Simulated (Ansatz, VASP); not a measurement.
**MoS2: VASP beside Ansatz**

Contents of INCAR:

```
SYSTEM = MoS2
PREC = Accurate
ENCUT = 520
EDIFF = 1E-7
ISMEAR = 0
SIGMA = 0.15
LREAL = .False.
LASPH = .True.
NELM = 100
ALGO = Normal
ISIF = 2
LWAVE = .False.
LCHARG = .False.
GGA = PS
NBANDS = 49
```

Contents of KPOINTS:

```
Automatic mesh
0
Gamma
  17 17 3
  0 0 0
```

The input POSCAR:

```
MoS2
1.0
   -1.5602034497     -2.7023516451      0.0000000000
    1.5602034497     -2.7023516451      0.0000000000
    0.0000000000      0.0000000000     24.2580752127
Mo S
3 6
Direct
    0.3333333333      0.3333333333      0.1254558249
    0.6666666667      0.6666666667      0.3763423861
    0.0000000000      1.0000000000      0.6272289473
    1.0000000000      1.0000000000      0.4423431015
    0.3333333333      0.3333333333      0.6932296627
    0.6666666667      0.6666666667      0.1914565403
    1.0000000000      1.0000000000      0.0594551095
    0.3333333333      0.3333333333      0.3103416707
    0.6666666667      0.6666666667      0.5612282318
```

Input for Ansatz:

```yaml
crystal:
  lattice:
    - [-1.5602034497, -2.7023516451, 0.0]
    - [1.5602034497, -2.7023516451, 0.0]
    - [0.0, 0.0, 24.2580752127]
  atoms:
    - { symbol: Mo, position: [0.3333333333, 0.3333333333, 0.1254558249] }
    - { symbol: Mo, position: [0.6666666667, 0.6666666667, 0.3763423861] }
    - { symbol: Mo, position: [0.0, 1.0, 0.6272289473] }
    - { symbol: S, position: [1.0, 1.0, 0.4423431015] }
    - { symbol: S, position: [0.3333333333, 0.3333333333, 0.6932296627] }
    - { symbol: S, position: [0.6666666667, 0.6666666667, 0.1914565403] }
    - { symbol: S, position: [1.0, 1.0, 0.0594551095] }
    - { symbol: S, position: [0.3333333333, 0.3333333333, 0.3103416707] }
    - { symbol: S, position: [0.6666666667, 0.6666666667, 0.5612282318] }
basis:
  ecutwfc: 420
kpoints:
  mp_grid: { grid: [17, 17, 3] }
hamiltonian:
  xc: pbesol
scf:
  occupations: { method: gaussian, width: 0.15 }
output:
  forces: true
  stress: true
  eigenvalues: true
```

Alike in both runs: task single point; functional PBEsol; k mesh 17 × 17 × 3; occupations gaussian, width 0.15 eV; no spin polarisation.

|  | VASP | Ansatz |
| --- | --- | --- |
| version | VASP 6.6.1 | Ansatz 0.2.0 |
| potentials or method | VASP PAW PBE potentials, release 64 (Mo_sv, S), cutoff 520 eV | scalar-relativistic, plane waves, PAW |
| valence electrons in the cell | 78 | 78 |

|  | VASP | Ansatz | Ansatz less VASP |
| --- | --- | --- | --- |
| gap on the k mesh at the Fermi level (eV) | none | none | - |
| rms of the force components (eV/Å) | 0.013 | 0.012 | -0.0003 |

VASP's potentials were made for PBE, not for PBEsol. Atom by atom the forces differ by 0.002 eV/Å (rms over components). A gap of «none» marks a metal or a gap that the smearing closes. With one functional, cell and mesh, what is left measures potentials, basis and numerics.
